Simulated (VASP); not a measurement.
# Ni (Fm-3m) in VASP: further runs

Runs on Ni. Level: LDA. Tasks: single point.

Program: VASP 6.6.1. These are calculated values, not measurements. Logs are shortened: lines on timing, memory, paths and dates and some standing lists are left out, and cuts for length are marked.

## 1. The cell of the first run

It takes space group Fm-3m (No. 225, cubic). Conventional cell: a = 3.587 Å, b = 3.587 Å, c = 3.587 Å, α = 90.00°, β = 90.00°, γ = 90.00°. Within 3.3 Å of Ni (site symmetry m-3m) lie 12 Ni at 2.54 Å.

## 2. Single point, LDA, collinear spin, antiferromagnetic start

Input file INCAR:

```
  ALGO = Normal
  EDIFF = 1E-6
  ENCUT = 520
  GGA = CA
  ISIF = 2
  ISMEAR = -1
  ISPIN = 2
  ISYM = 0
  LASPH = T
  LCHARG = F
  LMAXMIX = 4
  LORBIT = 11
  LREAL = F
  LWAVE = F
  MAGMOM = 2 -2
  NBANDS = 21
  NELM = 150
  PREC = Accurate
  SIGMA = 0.05
```

Input file KPOINTS:

```
k-points
0
Gamma
  11 7 9
```

Input file POSCAR:

```
Ni
1.0
    0.0000000000     -1.7935000000     -1.7935000000
   -3.5870000000     -1.7935000000     -1.7935000000
    0.0000000000      1.7935000000     -1.7935000000
Ni
2
Direct
    0.0000000000      0.0000000000      0.0000000000
    0.0000000000      0.5000000000      0.5000000000
```

Potentials or basis: VASP PAW LDA potentials, release 64 (Ni).

Started as:

```sh
$ cat potpaw_LDA.64/Ni/POTCAR > POTCAR
$ mpirun -np 1 vasp_std > vasp.out
```

OUTCAR:

```text
EDIFF = 1E-6
   ENCUT = 520
   GGA = CA
   ISIF = 2
   ISMEAR = -1
   ISPIN = 2
   ISYM = 0
   LASPH = T
   LORBIT = 11
   LREAL = F
   NELM = 150
   PREC = Accurate

 ion  position               nearest neighbor table
   1  0.000  0.000  0.000-   2 2.54   2 2.54   2 2.54   2 2.54   2 2.54   2 2.54   2 2.54   2 2.54

   2  0.000  0.500  0.500-   1 2.54   1 2.54   1 2.54   1 2.54   1 2.54   1 2.54   1 2.54   1 2.54

IMPORTANT INFORMATION: All symmetrisations will be switched off!
NOSYMM: (Re-)initialisation of all symmetry stuff for point group C_1.

----------------------------------------------------------------------------------------

                                     Primitive cell

  volume of cell :      23.0762

  direct lattice vectors                    reciprocal lattice vectors
     0.000000000 -1.793500000 -1.793500000     0.278784500 -0.278784500 -0.278784500
    -3.587000000 -1.793500000 -1.793500000    -0.278784500  0.000000000  0.000000000
     0.000000000  1.793500000 -1.793500000     0.000000000  0.278784500 -0.278784500

  length of vectors
     2.536392024  4.393159854  2.536392024     0.482868918  0.278784500  0.394260820

  position of ions in fractional coordinates (direct lattice)
     0.000000000  0.000000000  0.000000000
     0.000000000  0.500000000  0.500000000

  ion indices of the primitive-cell ions
   primitive index   ion index
                 1           1
                 2           2

----------------------------------------------------------------------------------------

 KPOINTS: k-points

Automatic generation of k-mesh.
 Grid dimensions read from file:
 generate k-points for:   11    7    9

 Generating k-lattice:

  Cartesian coordinates                     Fractional coordinates (reciprocal lattice)
     0.025344045 -0.025344045 -0.025344045     0.090909091  0.000000000  0.000000000
    -0.039826357  0.000000000  0.000000000     0.000000000  0.142857143  0.000000000
     0.000000000  0.030976056 -0.030976056     0.000000000  0.000000000  0.111111111

  Length of vectors
     0.043897174  0.039826357  0.043806758

  Shift w.r.t. Gamma in fractional coordinates (k-lattice)
     0.000000000  0.000000000  0.000000000

 -----------------------------------------------------------------------------
|                                                                             |
|           W    W    AA    RRRRR   N    N  II  N    N   GGGG   !!!           |
|           W    W   A  A   R    R  NN   N  II  NN   N  G    G  !!!           |
|           W    W  A    A  R    R  N N  N  II  N N  N  G       !!!           |
|           W WW W  AAAAAA  RRRRR   N  N N  II  N  N N  G  GGG   !            |
|           WW  WW  A    A  R   R   N   NN  II  N   NN  G    G                |
|           W    W  A    A  R    R  N    N  II  N    N   GGGG   !!!           |
|                                                                             |
|     Your reciprocal lattice and k-lattice belong to different lattice       |
|     classes:                                                                |
|                                                                             |
|        The reciprocal lattice is simple tetragonal,                         |
|        whereas your k-lattice is simple monoclinic.                         |
|                                                                             |
|     Results are often still useful ...                                      |
|                                                                             |
 -----------------------------------------------------------------------------

 WARNING: IBZKPT: internal override: KBLOWUP is changed to .FALSE.
      ... skipping the blow-up phase ...

 Subroutine IBZKPT returns following result:
 ===========================================

 Found    347 irreducible k-points:

 Following reciprocal coordinates:
            Coordinates               Weight
  0.000000  0.000000  0.000000      1.000000
  0.090909  0.000000  0.000000      2.000000
  0.181818  0.000000  0.000000      2.000000
  0.272727  0.000000  0.000000      2.000000
  0.363636  0.000000  0.000000      2.000000
  0.454545  0.000000  0.000000      2.000000
[... 16 lines left out ...]
  0.454545  0.285714  0.000000      2.000000
 -0.454545  0.285714  0.000000      2.000000
 [... further k-points ...]
   k-points           NKPTS =    347   k-points in BZ     NKDIM =    347   number of bands    NBANDS=     21
   number of dos      NEDOS =    301   number of ions     NIONS =      2
   total plane-waves  NPLWV =  14400
   dimension x,y,z NGX =    20 NGY =   36 NGZ =   20
   dimension x,y,z NGXF=    40 NGYF=   72 NGZF=   40
   ions per type =               2
   NGX,Y,Z   is equivalent  to a cutoff of  13.11, 13.62, 13.11 a.u.
   NGXF,Y,Z  is equivalent  to a cutoff of  26.22, 27.25, 26.22 a.u.
 SYSTEM =  unknown system
   PREC   = accura    normal or accurate (medium, high low for compatibility)
   ISTART =      0    job   : 0-new  1-cont  2-samecut
   ICHARG =      2    charge: 1-file 2-atom 10-const
   ISPIN  =      2    spin polarized calculation?
   LNONCOLLINEAR =      F non collinear calculations
   LSORBIT =      F    spin-orbit coupling
   LASPH  =      T    aspherical Exc in radial PAW
   ENCUT  =  520.0 eV  38.22 Ry    6.18 a.u.   4.72  8.17  4.72*2*pi/ulx,y,z
   NELM   =    150;   NELMIN=  2; NELMDL= -5     # of ELM steps
   EDIFF  = 0.1E-05   stopping-criterion for ELM
   LREAL  =      F    real-space projection
   EDIFFG = 0.1E-04   stopping-criterion for IOM
   NSW    =      0    number of steps for IOM
   IBRION =     -1    ionic relax: 0-MD 1-quasi-New 2-CG
   NFREE  =      0    steps in history (QN), initial steepest desc. (CG)
   ISIF   =      2    stress and relaxation
   ISYM   =      0    0-nonsym 1-usesym 2-fastsym
   POTIM  = 0.5000    time-step for ionic-motion
   TEBEG  =    0.0;   TEEND  =   0.0 temperature during run
   PSTRESS=    0.0 pullay stress
   NELECT =      20.0000    total number of electrons
   NUPDOWN=      -1.0000    fix difference up-down
   EMIN   =  10.00;   EMAX   =-10.00  energy-range for DOS
   EFERMI =   0.00;   METHOD = LEGACY
   ISMEAR =    -1;   SIGMA  =   0.05  broadening in eV -4-tet -1-fermi 0-gaus
   EFERMI_NEDOS =   21; number of points for ismear=-14 and -15
   IALGO  =     38    algorithm
   IMIX   =      4    mixing-type and parameters
     AMIX     =   0.40;   BMIX     =  1.00
     AMIX_MAG =   1.60;   BMIX_MAG =  1.00
  volume/ion in A,a.u.               =      11.54        77.86
  Fermi-wavevector in a.u.,A,eV,Ry     =   1.560858  2.949594 33.147579  2.436278
  Thomas-Fermi vector in A             =   2.664009
   LORBIT       =     11    0 simple, 1 ext, 2 COOP (PROOUT), +10 PAW based schemes
   GGA     = CA    functional components
   LHFCALC =     F    Hartree Fock is set to
   AEXX    =    0.0000 exact exchange contribution
   IVDW    =     0    specifies the selected vdW correction
   LEPSILON=     F    determine dielectric tensor
   LRPA    =     F    only Hartree local field effects (RPA)
 spin polarized calculation
  energy-cutoff  :      520.00
  volume of cell :       23.08
 maximum number of plane-waves:       641
   NGX =  9   NGY = 17   NGZ =  9

 number of electron      19.9999994 magnetization       0.0000067

 number of electron      19.9999994 magnetization      -0.0000050

 Free energy of the ion-electron system (eV)
  ---------------------------------------------------
  ext. energy  EPLUGINS =         0.00000000
  ---------------------------------------------------
  free energy    TOTEN  =       -12.82603654 eV

  energy without entropy =      -12.76263734  energy(sigma->0) =      -12.79433694

 E-fermi :   8.0400     XC(G=0): -13.2669

 val. band max:        8.0398127973   @ k =   0.1818   0.1429   0.3333
 cond. band min:       8.0410739097   @ k =   0.4545   0.1429   0.2222
 fundamental gap:      0.0012611124
 Fermi energy:         8.0399684626

 spin component 1

 k-point     1 :       0.0000    0.0000    0.0000
  band No.  band energies     occupation
      1      -0.3507      1.00000
      2       4.1384      1.00000
      3       4.6533      1.00000
      4       6.3275      1.00000
      5       6.3282      1.00000
      6       6.3293      1.00000
[... 13 lines left out ...]
     20      34.8166      0.00000
     21      34.8169      0.00000

 k-point     2 :       0.0909    0.0000    0.0000
  band No.  band energies     occupation
      1      -0.0423      1.00000
      2       4.2468      1.00000
      3       4.7483      1.00000
      4       6.2504      1.00000
      5       6.3931      1.00000
      6       6.3941      1.00000
[... 520 lines left out ...]
 k-point    24 :      -0.4545    0.2857    0.0000
  band No.  band energies     occupation
      1       3.8407      1.00000
      2       4.3133      1.00000
      3       6.0257      1.00000
      4       6.2586      1.00000
      5       6.4122      1.00000
      6       6.4792      1.00000
[... 13 lines left out ...]
     20      31.9995      0.00000
     21      36.2095      0.00000

 [... further k-points ...]

 spin component 2

 k-point     1 :       0.0000    0.0000    0.0000
  band No.  band energies     occupation
      1      -0.3507      1.00000
      2       4.1384      1.00000
      3       4.6533      1.00000
      4       6.3275      1.00000
      5       6.3282      1.00000
      6       6.3293      1.00000
[... 13 lines left out ...]
     20      34.8166      0.00000
     21      34.8169      0.00000

 k-point     2 :       0.0909    0.0000    0.0000
  band No.  band energies     occupation
      1      -0.0423      1.00000
      2       4.2468      1.00000
      3       4.7483      1.00000
      4       6.2504      1.00000
      5       6.3931      1.00000
      6       6.3941      1.00000
[... 520 lines left out ...]
 k-point    24 :      -0.4545    0.2857    0.0000
  band No.  band energies     occupation
      1       3.8407      1.00000
      2       4.3133      1.00000
      3       6.0257      1.00000
      4       6.2586      1.00000
      5       6.4122      1.00000
      6       6.4792      1.00000
[... 13 lines left out ...]
     20      31.9995      0.00000
     21      36.2095      0.00000

 [... further k-points ...]

------------------------ aborting loop because EDIFF is reached ----------------------------------------

  FORCE on cell =-STRESS in cart. coord.  units (eV):
  Direction    XX          YY          ZZ          XY          YZ          ZX
  --------------------------------------------------------------------------------------
  -------------------------------------------------------------------------------------
  Total       -3.7357459     -3.7318089     -3.7318074     -0.0062969      0.0191970     -0.0062966
  in kB     -259.3724114   -259.0990640   -259.0989569     -0.4371964      1.3328489     -0.4371735
  external PRESSURE =    -259.1901441 kB  Pullay stress =       0.0000000 kB

 VOLUME and BASIS-vectors are now :
 -----------------------------------------------------------------------------
  energy-cutoff  :      520.00
  volume of cell :       23.08
      direct lattice vectors                 reciprocal lattice vectors
     0.000000000 -1.793500000 -1.793500000     0.278784500 -0.278784500 -0.278784500
    -3.587000000 -1.793500000 -1.793500000    -0.278784500  0.000000000  0.000000000
     0.000000000  1.793500000 -1.793500000     0.000000000  0.278784500 -0.278784500

 POSITION                                       TOTAL-FORCE (eV/Angst)
 -----------------------------------------------------------------------------------
      0.00000      0.00000      0.00000         0.000000     -0.000000      0.000000
     -1.79350      0.00000     -1.79350        -0.000000      0.000000     -0.000000
 -----------------------------------------------------------------------------------
    total drift:                               -0.000000      0.000000      0.000000

  FREE ENERGIE OF THE ION-ELECTRON SYSTEM (eV)
  ---------------------------------------------------
  free  energy   TOTEN  =       -12.8260365409 eV

  energy  without entropy=      -12.7626373414  energy(sigma->0) =      -12.79433694

 total charge

# of ion       s       p       d       tot
------------------------------------------
    1        0.473   0.443   8.309   9.225
    2        0.473   0.443   8.309   9.225
--------------------------------------------------
tot          0.945   0.886  16.618  18.450

 magnetization (x)

# of ion       s       p       d       tot
------------------------------------------
    1       -0.000   0.000   0.001   0.001
    2        0.000  -0.000  -0.001  -0.001
--------------------------------------------------
tot         -0.000   0.000  -0.000  -0.000
```

Run time: 4.2 min. Hardware: 1 thread of Oxide Virtual Turin-like, shared host; peak memory 0.29 GiB.

What came out:

| Property | Result |
| --- | --- |
| Free energy | -12.8260 eV |
| Pressure | -25.9 GPa |
| Band gap on the k mesh | zero (filled and empty bands overlap) |
| Net moment | 0.00 μB per cell |
| Valence electrons inside the program's atomic spheres | Ni 9.22 |

Levels at points of the mesh, in eV from the Fermi level:
Spin up:
| k point | band 6 | band 7 | band 8 | band 9 | band 10 | band 11 | band 12 | band 13 | band 14 | band 15 |
| --- | --- | --- | --- | --- | --- | --- | --- | --- | --- | --- |
| (0.00, 0.00, 0.00) | -1.71 | -0.68 | -0.67 | -0.01 | 0.15 | 0.15 | 2.62 | 9.07 | 14.44 | 14.44 |
Spin down:
```tsv
k point	band 6	band 7	band 8	band 9	band 10	band 11	band 12	band 13	band 14	band 15
(0.00, 0.00, 0.00)	-1.71	-0.68	-0.67	-0.01	0.15	0.15	2.62	9.07	14.44	14.44
```

Caveat: the cell stands under tension; the moments typed at the start vanished in this run.

[end of part 1 of 2]
